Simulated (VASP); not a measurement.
# I (Fmmm) in VASP: further runs

The runs below take I through single point, with PBEsol-based global hybrid with 25 % exact exchange.

Program: VASP 6.6.1. These are calculated values, not measurements. Logs are shortened: lines on timing, memory, paths and dates and some standing lists are left out, and cuts for length are marked.

**1. The cell of the first run**

It takes space group Fmmm (No. 69, orthorhombic). The conventional cell has a = 4.414 Å, b = 4.763 Å, c = 7.871 Å, α = 90.00°, β = 90.00°, γ = 90.00°. I (site symmetry mmm) has 16 I at 3.25 to 4.76 Å within 4.8 Å.

**2. Single point, PBEsol-based global hybrid with 25 % exact exchange**

File POSCAR:

```
I
1.0
    0.0000000000      2.3812671275      3.9357338680
    2.2067640717      0.0000000000      3.9357338680
    2.2067640717      2.3812671275      0.0000000000
I
1
Direct
    0.0000000000      0.0000000000      0.0000000000
```

File INCAR.step1:

```
PREC = Accurate ; ENCUT = 520
EDIFF = 1E-5 ; ISMEAR = -1
SIGMA = 0.05 ; LREAL = F
LASPH = T ; NELM = 100
ALGO = Normal ; ISIF = 2
LWAVE = T ; LCHARG = F
NBANDS = 10 ; GGA = PE
```

File INCAR.step2:

```
PREC = Accurate ; ENCUT = 520
EDIFF = 1E-6 ; ISMEAR = -1
SIGMA = 0.05 ; LREAL = F
LASPH = T ; NELM = 100
ALGO = Normal ; ISIF = 2
LWAVE = F ; LCHARG = F
GGA = PS ; LHFCALC = T
AEXX = 0.25 ; PRECFOCK = Normal
NBANDS = 10 ; ISTART = 1
```

File KPOINTS:

```
regular mesh
0
Gamma
  5 5 5
```

Potentials or basis: VASP PAW PBE potentials, release 64 (I).

Command:

```sh
> cat potpaw_PBE.64/I/POTCAR > POTCAR
> cp INCAR.step1 INCAR
> mpirun -np 1 vasp_std > vasp.out
> cp INCAR.step2 INCAR
> mpirun -np 1 vasp_std > vasp.out
```

OUTCAR:

```text
PREC = Accurate
   ENCUT = 520
   EDIFF = 1E-6
   ISMEAR = -1
   LREAL = F
   LASPH = T
   NELM = 100
   ISIF = 2
   GGA = PS
   LHFCALC = T
   AEXX = 0.25
   PRECFOCK = Normal
   ISTART = 1

 ion  position               nearest neighbor table
   1  0.000  0.000  0.000-

  LATTYP: Found a face centered orthorhombic cell.
 ALAT       =     4.4135281434
 B/A-ratio  =     1.0790764441
 C/A-ratio  =     1.7834864716

  Lattice vectors:

 A1 = (   0.0000000000,   2.3812671275,   3.9357338680)
 A2 = (   2.2067640717,   0.0000000000,   3.9357338680)
 A3 = (   2.2067640717,   2.3812671275,   0.0000000000)

Analysis of symmetry for initial positions (statically):
=====================================================================
 Subroutine PRICEL returns:
 Original cell was already a primitive cell.

 Routine SETGRP: Setting up the symmetry group for a
 face centered orthorhombic supercell.

 Subroutine GETGRP returns: Found  8 space group operations
 (whereof  8 operations were pure point group operations)
 out of a pool of  8 trial point group operations.

The static configuration has the point symmetry D_2h.

Analysis of symmetry for dynamics (positions and initial velocities):
=====================================================================
 Subroutine PRICEL returns:
 Original cell was already a primitive cell.

 Routine SETGRP: Setting up the symmetry group for a
 face centered orthorhombic supercell.

 Subroutine GETGRP returns: Found  8 space group operations
 (whereof  8 operations were pure point group operations)
 out of a pool of  8 trial point group operations.

The dynamic configuration has the point symmetry D_2h.

 Subroutine INISYM returns: Found  8 space group operations
 (whereof  8 operations are pure point group operations),
 and found     1 'primitive' translations

----------------------------------------------------------------------------------------

                                     Primitive cell

  volume of cell :      41.3637

  direct lattice vectors                    reciprocal lattice vectors
     0.000000000  2.381267128  3.935733868    -0.226576101  0.209972243  0.127041110
     2.206764072  0.000000000  3.935733868     0.226576101 -0.209972243  0.127041110
     2.206764072  2.381267128  0.000000000     0.226576101  0.209972243 -0.127041110

  length of vectors
     4.600047197  4.512184476  3.246573702     0.334012749  0.334012749  0.334012749

  position of ions in fractional coordinates (direct lattice)
     0.000000000  0.000000000  0.000000000

  ion indices of the primitive-cell ions
   primitive index   ion index
                 1           1

----------------------------------------------------------------------------------------

 KPOINTS: regular mesh

Automatic generation of k-mesh.
 Grid dimensions read from file:
 generate k-points for:    5    5    5

 Generating k-lattice:

  Cartesian coordinates                     Fractional coordinates (reciprocal lattice)
    -0.045315220  0.041994449  0.025408222     0.200000000 -0.000000000  0.000000000
     0.045315220 -0.041994449  0.025408222    -0.000000000  0.200000000 -0.000000000
     0.045315220  0.041994449 -0.025408222     0.000000000  0.000000000  0.200000000

  Length of vectors
     0.066802550  0.066802550  0.066802550

  Shift w.r.t. Gamma in fractional coordinates (k-lattice)
     0.000000000  0.000000000  0.000000000

 Subroutine IBZKPT returns following result:
 ===========================================

 Found     27 irreducible k-points:

 Following reciprocal coordinates:
            Coordinates               Weight
  0.000000  0.000000  0.000000      1.000000
  0.200000  0.000000 -0.000000      8.000000
  0.400000  0.000000 -0.000000      8.000000
  0.200000  0.200000  0.000000      2.000000
  0.400000  0.200000  0.000000      8.000000
 -0.400000  0.200000  0.000000      8.000000
[... 16 lines left out ...]
 -0.400000  0.000000  0.400000      4.000000
 -0.400000  0.200000  0.400000      4.000000
 [... further k-points ...]
   k-points           NKPTS =     27   k-points in BZ     NKDIM =    125   number of bands    NBANDS=     10
   number of dos      NEDOS =    301   number of ions     NIONS =      1
   total plane-waves  NPLWV =  31104
   dimension x,y,z NGX =    36 NGY =   36 NGZ =   24
   dimension x,y,z NGXF=    72 NGYF=   72 NGZF=   48
   ions per type =               1
   NGX,Y,Z   is equivalent  to a cutoff of  13.01, 13.26, 12.29 a.u.
   NGXF,Y,Z  is equivalent  to a cutoff of  26.02, 26.53, 24.58 a.u.
 SYSTEM =  unknown system
   PREC   = accura    normal or accurate (medium, high low for compatibility)
   ISTART =      1    job   : 0-new  1-cont  2-samecut
   ICHARG =      0    charge: 1-file 2-atom 10-const
   ISPIN  =      1    spin polarized calculation?
   LNONCOLLINEAR =      F non collinear calculations
   LSORBIT =      F    spin-orbit coupling
   LASPH  =      T    aspherical Exc in radial PAW
   ENCUT  =  520.0 eV  38.22 Ry    6.18 a.u.   8.55  8.39  6.04*2*pi/ulx,y,z
   NELM   =    100;   NELMIN=  2; NELMDL=  0     # of ELM steps
   EDIFF  = 0.1E-05   stopping-criterion for ELM
   LREAL  =      F    real-space projection
   EDIFFG = 0.1E-04   stopping-criterion for IOM
   NSW    =      0    number of steps for IOM
   IBRION =     -1    ionic relax: 0-MD 1-quasi-New 2-CG
   NFREE  =      0    steps in history (QN), initial steepest desc. (CG)
   ISIF   =      2    stress and relaxation
   ISYM   =      3    0-nonsym 1-usesym 2-fastsym
   POTIM  = 0.5000    time-step for ionic-motion
   TEBEG  =    0.0;   TEEND  =   0.0 temperature during run
   PSTRESS=    0.0 pullay stress
   NELECT =       7.0000    total number of electrons
   NUPDOWN=      -1.0000    fix difference up-down
   EMIN   =  10.00;   EMAX   =-10.00  energy-range for DOS
   EFERMI =   0.00;   METHOD = LEGACY
   ISMEAR =    -1;   SIGMA  =   0.05  broadening in eV -4-tet -1-fermi 0-gaus
   EFERMI_NEDOS =   21; number of points for ismear=-14 and -15
   IALGO  =     38    algorithm
   IMIX   =      1    mixing-type and parameters
     AMIX     =   0.40;   BMIX     =  1.00
     AMIX_MAG =   1.60;   BMIX_MAG =  1.00
  volume/ion in A,a.u.               =      41.36       279.14
  Fermi-wavevector in a.u.,A,eV,Ry     =   0.905526  1.711196 11.156469  0.819977
  Thomas-Fermi vector in A             =   2.029104
   LORBIT       =      0    0 simple, 1 ext, 2 COOP (PROOUT), +10 PAW based schemes
   GGA     = PS    functional components
   LHFCALC =     T    Hartree Fock is set to
   PRECFOCK=normal    Normal, Fast or Accurate (Low or Medium for compatibility)
   ENCUT4O =  -1.0   cutoff for four orbital integrals eV
   NKREDX  =     1    reduce k-point grid by
   NKREDY  =     1    reduce k-point grid by
   NKREDZ  =     1    reduce k-point grid by
   AEXX    =    0.2500 exact exchange contribution
   HFSCREEN=    0.0000 screening length (either q_TF or 0.3 A-1)
   HFSCREENC=   0.0000 screening length for correlation (either q_TF or 0.3 A-1)
   ENCUTFOCK=  -1.0 apply spherical cutoff to Coloumb kernel
   IVDW    =     0    specifies the selected vdW correction
   LEPSILON=     F    determine dielectric tensor
   LRPA    =     F    only Hartree local field effects (RPA)
 non-spin polarized calculation
  energy-cutoff  :      520.00
  volume of cell :       41.36
 maximum number of plane-waves:      1131
 NGX is ok and might be reduce to    36
  NGX = 28; NGY = 28; NGZ = 20

 number of electron       7.0000000 magnetization

 Free energy of the ion-electron system (eV)
  ---------------------------------------------------
  ext. energy  EPLUGINS =         0.00000000
  ---------------------------------------------------
  free energy    TOTEN  =        -2.29470560 eV

  energy without entropy =       -2.29020108  energy(sigma->0) =       -2.29245334

 E-fermi :   2.0494     XC(G=0):  -6.6353

 val. band max:        1.7344688434   @ k =  -0.2000   0.4000   0.2000
 cond. band min:       2.0621137954   @ k =  -0.4000   0.2000   0.2000
 fundamental gap:      0.3276449519
 Fermi energy:         2.0494192709

 k-point     1 :       0.0000    0.0000    0.0000
  band No.  band energies     occupation
      1     -12.8482      2.00000
      2       0.0207      2.00000
      3       4.1018      0.00000
      4       4.4664      0.00000
      5       8.1855      0.00000
      6      11.4094      0.00000
      7      11.9824      0.00000
      8      16.1924      0.00000
      9      16.3676      0.00000
     10      16.5038      0.00000

 k-point     2 :       0.2000    0.0000   -0.0000
  band No.  band energies     occupation
      1     -12.4026      2.00000
      2      -0.0142      2.00000
      3       0.6039      2.00000
      4       4.5703      0.00000
      5       9.1970      0.00000
      6      12.0157      0.00000
      7      12.3376      0.00000
      8      15.4452      0.00000
      9      16.8346      0.00000
     10      17.7320      0.00000

 k-point     3 :       0.4000    0.0000   -0.0000
  band No.  band energies     occupation
      1     -11.4705      2.00000
      2      -2.8383      2.00000
      3       0.2172      2.00000
      4       5.0900      0.00000
      5       8.8043      0.00000
      6      12.8684      0.00000
      7      13.2230      0.00000
      8      15.9269      0.00000
      9      17.3109      0.00000
     10      18.0064      0.00000
[... 248 lines left out ...]
 k-point    23 :      -0.4000    0.0000    0.4000
  band No.  band energies     occupation
      1     -10.1563      2.00000
      2      -2.0471      2.00000
      3      -1.3513      2.00000
      4       1.0890      2.00000
      5       8.8460      0.00000
      6      10.5775      0.00000
      7      12.9004      0.00000
      8      14.6216      0.00000
      9      16.6263      0.00000
     10      16.8517      0.00000

 k-point    24 :      -0.4000    0.2000    0.4000
  band No.  band energies     occupation
      1     -10.2331      2.00000
      2      -1.7791      2.00000
      3      -1.2270      2.00000
      4       1.2079      2.00000
      5       8.5286      0.00000
      6      10.7577      0.00000
      7      11.5190      0.00000
      8      14.3708      0.00000
      9      16.2375      0.00000
     10      20.6521      0.00000

 [... further k-points ...]

------------------------ aborting loop because EDIFF is reached ----------------------------------------

  FORCE on cell =-STRESS in cart. coord.  units (eV):
  Direction    XX          YY          ZZ          XY          YZ          ZX
  --------------------------------------------------------------------------------------
  -------------------------------------------------------------------------------------
  Total       -1.1686133     -0.9653442     -0.1185345     -0.0000000      0.0000000      0.0000000
  in kB      -45.2649095    -37.3915143     -4.5913001     -0.0000000      0.0000000      0.0000000
  external PRESSURE =     -29.0825746 kB  Pullay stress =       0.0000000 kB

 VOLUME and BASIS-vectors are now :
 -----------------------------------------------------------------------------
  energy-cutoff  :      520.00
  volume of cell :       41.36
      direct lattice vectors                 reciprocal lattice vectors
     0.000000000  2.381267128  3.935733868    -0.226576101  0.209972243  0.127041110
     2.206764072  0.000000000  3.935733868     0.226576101 -0.209972243  0.127041110
     2.206764072  2.381267128  0.000000000     0.226576101  0.209972243 -0.127041110

 POSITION                                       TOTAL-FORCE (eV/Angst)
 -----------------------------------------------------------------------------------
      0.00000      0.00000      0.00000        -0.000000      0.000000      0.000000
 -----------------------------------------------------------------------------------
    total drift:                                0.000000      0.000000     -0.000000

  FREE ENERGIE OF THE ION-ELECTRON SYSTEM (eV)
  ---------------------------------------------------
  free  energy   TOTEN  =        -2.2947056006 eV

  energy  without entropy=       -2.2902010786  energy(sigma->0) =       -2.29245334
```

Run time: 22 min. Hardware: 1 thread of Intel Xeon 8259CL, shared host; peak memory 0.18 GiB.

What came out:

* Free energy: -2.2947 eV
* Pressure: -2.9 GPa
* Band gap on the k mesh: zero (an odd number of electrons rules out a gap without spin polarisation)

Stress tensor (GPa, compression positive):
```
-4.53  0.00  0.00
 0.00 -3.74  0.00
 0.00  0.00 -0.46
```

Caveat: the k points lie up to 0.42 Å⁻¹ apart, too coarse for converged energies and pressures of a metal; the PAW data sets were made with another functional, which shifts forces and pressure a little; spin-orbit coupling is left out, which moves the levels of the heavy elements; an odd number of electrons without spin polarisation forces a metal; a magnetic or distorted state may lie lower.

(Continued in part 2 of 2.)
